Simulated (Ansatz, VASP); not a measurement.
# Two plane-wave programs on MnIn7As8

File INCAR:

```
PREC = Accurate
ENCUT = 520
EDIFF = 1E-6
ISMEAR = -1
SIGMA = 0.02
LREAL = Auto
LASPH = True
NELM = 60
ALGO = Normal
ISIF = 2
LWAVE = False
LCHARG = True
GGA = PE
LELF = True
LVHAR = True
NBANDS = 86
```

Contents of KPOINTS:

```
regular mesh
0
Gamma
  2 2 2
```

POSCAR

```
MnIn7As8
1.0
    0.0000000000      6.0580000000      6.0580000000
    6.0580000000      0.0000000000      6.0580000000
    6.0580000000      6.0580000000      0.0000000000
As In Mn
8 7 1
Direct
    0.3637882900      0.3728629900      0.3772378200
    0.3783733900      0.3814321900      0.8632141500
    0.3745634000      0.8674878200      0.3767259200
    0.3804815000      0.8723502200      0.8781928100
    0.8702597200      0.3828158400      0.3717652900
    0.8747866400      0.3707797800      0.8731459600
    0.8685182200      0.8769618600      0.3809711200
    0.8641047000      0.8794391700      0.8779602100
    0.9878326100      0.0081248400      0.9939113200
    0.9993366000      0.9984084200      0.4984479000
    0.9946676300      0.5035356700      0.9993175100
    0.9944066900      0.5021204900      0.5035887500
    0.4979892700      0.0034810700      0.9897081300
    0.4949920700      0.9956760400      0.5049658500
    0.5024390400      0.4988552800      0.4988685200
    0.5031331700      0.4991482300      0.0014780000
```

Input for Ansatz:

```yaml
crystal:
  lattice:
    - [0.0, 6.058, 6.058]
    - [6.058, 0.0, 6.058]
    - [6.058, 6.058, 0.0]
  atoms:
    - { symbol: As, position: [0.36378829, 0.37286299, 0.37723782] }
    - { symbol: As, position: [0.37837339, 0.38143219, 0.86321415] }
    - { symbol: As, position: [0.3745634, 0.86748782, 0.37672592] }
    - { symbol: As, position: [0.3804815, 0.87235022, 0.87819281] }
    - { symbol: As, position: [0.87025972, 0.38281584, 0.37176529] }
    - { symbol: As, position: [0.87478664, 0.37077978, 0.87314596] }
    - { symbol: As, position: [0.86851822, 0.87696186, 0.38097112] }
    - { symbol: As, position: [0.8641047, 0.87943917, 0.87796021] }
    - { symbol: In, position: [0.98783261, 0.00812484, 0.99391132] }
    - { symbol: In, position: [0.9993366, 0.99840842, 0.4984479] }
    - { symbol: In, position: [0.99466763, 0.50353567, 0.99931751] }
    - { symbol: In, position: [0.99440669, 0.50212049, 0.50358875] }
    - { symbol: In, position: [0.49798927, 0.00348107, 0.98970813] }
    - { symbol: In, position: [0.49499207, 0.99567604, 0.50496585] }
    - { symbol: Mn, position: [0.50313317, 0.49914823, 0.001478] }
    - { symbol: In, position: [0.50243904, 0.49885528, 0.49886852] }
hamiltonian:
  xc: pbe
  pseudopotentials: { kind: paw }
basis:
  ecutwfc: 420
kpoints:
  mp_grid: { grid: [2, 2, 2] }
scf:
  occupations: { method: fermi_dirac, width: 0.02 }
  lower_state_search: "off"
output:
  forces: true
  stress: true
  write_density: true
  write_potential: true
  elf: true
  volumetric_format: npy
```

Alike in both runs: task single point; functional PBE; k mesh 2 × 2 × 2; occupations fermi-dirac, width 0.02 eV; no spin polarisation.

|  | VASP | Ansatz |
| --- | --- | --- |
| version | VASP 6.6.1 | Ansatz 0.2.0 |
| potentials or method | VASP PAW PBE potentials, release 64 (As, In_d, Mn_pv), cutoff 520 eV | PAW, plane waves, scalar-relativistic |
| valence electrons in the cell | 144 | 226 |

```tsv
	VASP	Ansatz	Ansatz less VASP
pressure (GPa)	1.9	1.8	-0.05
rms of the force components (eV/Å)	0.684	0.685	+0.0007
```

VASP's potentials hold 144 valence electrons a cell and Ansatz's 226, so a difference there can come from the potentials and not from the codes.

The k mesh is coarse, so the values compare programs but aren't converged.
